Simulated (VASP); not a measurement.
## Li16Cu (a cell with a defect): single point with PBE

System: Li16Cu (a cell with a defect).

```
Li Cu
1.0
     6.98000    0.00000    0.00000
     0.00000    6.98000    0.00000
     0.00000    0.00000    6.98000
Li Cu
16 1
Direct
  0.01221 0.98665 0.00545
  0.47975 0.00151 0.02066
  0.01502 0.52693 0.94770
  0.00825 0.99764 0.48403
  0.14540 0.31907 0.21373
  0.47121 0.47998 0.99839
  0.58857 0.94028 0.53112
  0.72519 0.23954 0.24601
  0.97691 0.51210 0.51882
  0.26333 0.75315 0.26448
  0.25489 0.22510 0.71850
  0.49255 0.46495 0.49624
  0.75659 0.71727 0.23022
  0.75775 0.23980 0.76908
  0.26855 0.76338 0.72434
  0.73856 0.73113 0.78911
  0.36226 0.11595 0.36231
```

- Program: VASP 6.6.1
- Task: single point
- Functional: PBE
- Potentials or basis: VASP PAW PBE potentials, release 64 (Li_sv, Cu)
- Cutoff: 520 eV
- k mesh: 4 × 4 × 4
- Occupations: gaussian, width 0.15 eV
- Spin: no spin polarisation

| Quantity | Value |
| --- | --- |
| Largest force | 0.033 eV/Å |
| Band gap on the k mesh | zero (an odd number of electrons rules out a gap without spin polarisation) |

Forces in eV/Å, atoms in the order of the input:
```
Li   0.001 -0.002 -0.010
Li   0.001  0.002 -0.002
Li   0.005 -0.001  0.001
Li  -0.005 -0.015  0.013
Li   0.026 -0.001  0.005
Li   0.004 -0.017  0.009
Li   0.003  0.011 -0.012
Li   0.011  0.006 -0.005
Li  -0.003  0.014 -0.001
Li  -0.002  0.010  0.001
Li   0.002  0.003 -0.006
Li   0.001  0.011 -0.001
Li   0.001  0.001 -0.007
Li  -0.005  0.004 -0.001
Li   0.005 -0.003  0.001
Li  -0.018 -0.013  0.025
Cu  -0.026 -0.011 -0.009
```

Levels at points of the mesh, in eV from the Fermi level:
| k point | band 27 | band 28 | band 29 | band 30 | band 31 | band 32 |
| --- | --- | --- | --- | --- | --- | --- |
| (0.00, 0.00, 0.00) | -1.14 | -1.11 | -0.07 | -0.02 | 0.07 | 0.26 |
| (0.50, 0.00, 0.00) | -0.77 | -0.72 | -0.68 | -0.62 | -0.54 | 0.72 |
| (0.00, 0.50, 0.00) | -0.79 | -0.71 | -0.67 | -0.65 | -0.55 | 0.74 |
| (0.00, 0.00, 0.50) | -0.80 | -0.68 | -0.66 | -0.63 | -0.55 | 0.70 |
| (0.50, 0.50, 0.00) | -0.42 | -0.36 | -0.22 | -0.11 | -0.05 | 0.01 |
| (0.00, 0.50, 0.50) | -0.43 | -0.31 | -0.15 | -0.13 | -0.05 | 0.02 |
| (0.50, 0.00, 0.50) | -0.44 | -0.36 | -0.26 | -0.14 | 0.02 | 0.05 |
| (0.50, 0.50, 0.50) | -1.82 | -1.72 | -1.70 | 1.65 | 1.78 | 1.79 |

Run time: 8.6 min on 1 thread of Intel(R) Xeon(R) 6975P-C (Granite Rapids), with other jobs on the host, peak memory 0.57 GiB.
